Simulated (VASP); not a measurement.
Input of a VASP 6.6.1 run:

File INCAR:

```
SYSTEM = AlGa3As4
PREC     = Accurate       ! precision mode
ENCUT    = 520            ! plane-wave cutoff, eV
EDIFF    = 1E-6           ! SCF threshold, eV
ISMEAR   = 0              ! smearing method
SIGMA    = 0.01           ! smearing width, eV
LREAL    = .False.        ! projectors in reciprocal space
LASPH    = .True.         ! aspherical terms in the spheres
NELM     = 60             ! most SCF steps
ALGO     = Normal         ! electronic algorithm
ISIF     = 2              ! what is computed and relaxed
LWAVE    = .False.        ! write WAVECAR
LCHARG   = .False.        ! write CHGCAR
GGA      = PE             ! functional
NBANDS   = 41             ! bands
```

KPOINTS

```
Automatic mesh
0
Gamma
  6 4 4
  0 0 0
```

POSCAR

```
AlGa3As4
1.0
    4.1037282402      0.0000000000      0.0000000000
    0.0000000000      8.2021107187      0.0000000000
    0.0000000000      0.0000000000      5.7897076743
Al As Ga
1 4 3
Direct
    0.0000000000      0.0000000000      0.0007493540
    0.5000000000      0.0000000000      0.2484710459
    0.0000000000      0.2492726746      0.7506776715
    0.5000000000      0.5000000000      0.2497903936
    0.0000000000      0.7507273254      0.7506776715
    0.5000000000      0.2500316646      0.5000598858
    0.0000000000      0.5000000000     -0.0004859083
    0.5000000000      0.7499683354      0.5000598858
```

Potentials or basis: VASP PAW PBE potentials, release 64 (Al, As, Ga_d).

Command:

```bash
$ cat potpaw_PBE.64/Al/POTCAR potpaw_PBE.64/As/POTCAR potpaw_PBE.64/Ga_d/POTCAR > POTCAR
$ mpirun -np 1 vasp_std > vasp.out
```

What does it give for the largest force?

0.014 eV/Å.

Estimate the pressure.

-1.6 GPa.

Estimate the band gap on the k mesh.

0.34 eV.

Forces on the atoms (eV/Å):
```
Al   0.000  0.000  0.000
As   0.000  0.000 -0.014
As   0.000 -0.009  0.005
As   0.000  0.000 -0.001
As   0.000  0.009  0.005
Ga   0.000  0.000  0.002
Ga   0.000  0.000  0.002
Ga   0.000  0.000  0.002
```
